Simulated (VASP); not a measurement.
A run of VASP 6.6.1 is set up as follows.

Contents of POSCAR:

```
BiTe
1.0
    0.0000000000      3.1713598600      3.1713598600
    3.1713598600      0.0000000000      3.1713598600
    3.1713598600      3.1713598600      0.0000000000
Bi Te
1 1
Direct
    0.0000000000      0.0000000000      0.0000000000
    0.5000000000      0.5000000000      0.5000000000
```

INCAR.step1

```
SYSTEM = BiTe
PREC     = Accurate       ! precision mode
ENCUT    = 520            ! plane-wave cutoff, eV
ISMEAR   = -1             ! smearing method
SIGMA    = 0.1            ! smearing width, eV
LREAL    = .FALSE.        ! projectors in reciprocal space
LASPH    = .TRUE.         ! aspherical terms in the spheres
NELM     = 80             ! most SCF steps
NBANDS   = 18             ! bands
GGA      = PE             ! functional
ALGO     = Normal         ! electronic algorithm
EDIFF    = 1E-4           ! SCF threshold, eV
LWAVE    = .TRUE.         ! write WAVECAR
LCHARG   = .FALSE.        ! write CHGCAR
```

Contents of INCAR.step2:

```
SYSTEM = BiTe
PREC     = Accurate       ! precision mode
ENCUT    = 520            ! plane-wave cutoff, eV
EDIFF    = 1E-6           ! SCF threshold, eV
ISMEAR   = -1             ! smearing method
SIGMA    = 0.1            ! smearing width, eV
LREAL    = .FALSE.        ! projectors in reciprocal space
LASPH    = .TRUE.         ! aspherical terms in the spheres
NELM     = 80             ! most SCF steps
ALGO     = Normal         ! electronic algorithm
ISIF     = 2              ! what is computed and relaxed
LWAVE    = .FALSE.        ! write WAVECAR
LCHARG   = .TRUE.         ! write CHGCAR
METAGGA  = R2SCAN         ! meta-GGA
LMIXTAU  = .TRUE.       
LELF     = .TRUE.         ! ELF
LVHAR    = .TRUE.       
NBANDS   = 18             ! bands
ISTART   = 1
```

The input KPOINTS:

```
Automatic mesh
0
G
  9 9 9
  0 0 0
```

Potentials or basis: VASP PAW PBE potentials, release 64 (Bi_d, Te).

Run with:

```sh
$ cat potpaw_PBE.64/Bi_d/POTCAR potpaw_PBE.64/Te/POTCAR > POTCAR
$ cp INCAR.step1 INCAR
$ mpirun -np 1 vasp_std > vasp.out
$ cp INCAR.step2 INCAR
$ mpirun -np 1 vasp_std > vasp.out
```

Question: Estimate the pressure.

Answer: 3.5 GPa.

Caveat: the PAW data sets were made with another functional, which shifts forces and pressure a little.
